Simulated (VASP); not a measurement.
The system is Ru.

```
Ru
1.0
     1.22743    0.00000    0.00000
     0.00000    1.91178    0.00000
     0.00000    0.00000    3.50517
Ru
1
Direct
  0.00000 0.00000 0.00000
```

* Program: VASP 6.6.1
* Task: relaxation of cell and atoms
* Functional: PBE
* Potentials or basis: VASP PAW PBE potentials, release 64 (Ru_pv)
* Cutoff: 600 eV
* k mesh: 14 × 8 × 6
* Occupations: gaussian, width 0.1 eV
* Spin: no spin polarisation

At the start: pressure 2602.7 GPa; volume 8.23 Å³/atom.

Q: How do energy, volume and symmetry change on relaxing?

A: Over 28 steps the energy falls by 67984.8 meV/atom and the volume is 15.43 Å³/atom (+87.6 %); space group P4/mmm (No. 123, to 0.05 Å).

Step by step:
```csv
step,energy change (eV),largest force (eV/Å),pressure (GPa),volume (Å³)
1,0.0000,0.0000,2602.71,8.23
2,839.3028,0.0000,-76.03,588.86
3,378.5880,0.0000,-224.11,174.05
4,80.4505,0.0000,-330.08,60.68
5,-39.8640,0.0000,-302.11,31.52
6,-65.5538,0.0000,114.26,15.48
7,-66.7706,0.0000,38.35,17.18
8,-66.9144,0.0000,14.99,17.88
9,-66.9247,0.0000,8.28,18.10
10,-67.3819,0.0000,-18.81,20.07
11,-67.4362,0.0000,-17.03,19.48
12,-67.5849,0.0000,26.07,15.91
13,-67.6424,0.0000,8.43,17.01
14,-67.7735,0.0000,10.47,16.32
15,-67.7516,0.0000,39.23,14.18
16,-67.8724,0.0000,16.83,15.46
17,-67.8797,0.0000,20.86,15.13
18,-67.9698,0.0000,3.67,15.55
19,-67.9770,0.0000,-3.00,15.72
20,-67.9771,0.0000,-2.56,15.71
21,-67.9792,0.0000,-2.07,15.66
22,-67.9835,0.0000,-0.45,15.51
23,-67.9818,0.0000,3.40,15.20
24,-67.9845,0.0000,0.87,15.40
25,-67.9845,0.0000,1.02,15.39
26,-67.9847,0.0000,-0.11,15.42
27,-67.9847,0.0000,-0.04,15.42
28,-67.9848,0.0000,0.00,15.43
```

Final structure:
```
CELL_PARAMETERS angstrom
2.25543 0.00000 0.00000
0.00000 2.59080 0.00000
0.00000 0.00000 2.64028
ATOMIC_POSITIONS crystal
Ru 0.00000 0.00000 0.00000
```

Caveat: the k points lie up to 0.40 Å⁻¹ apart in the final cell; the volume moved by over 15 % at a fixed basis, so the end points are rough.
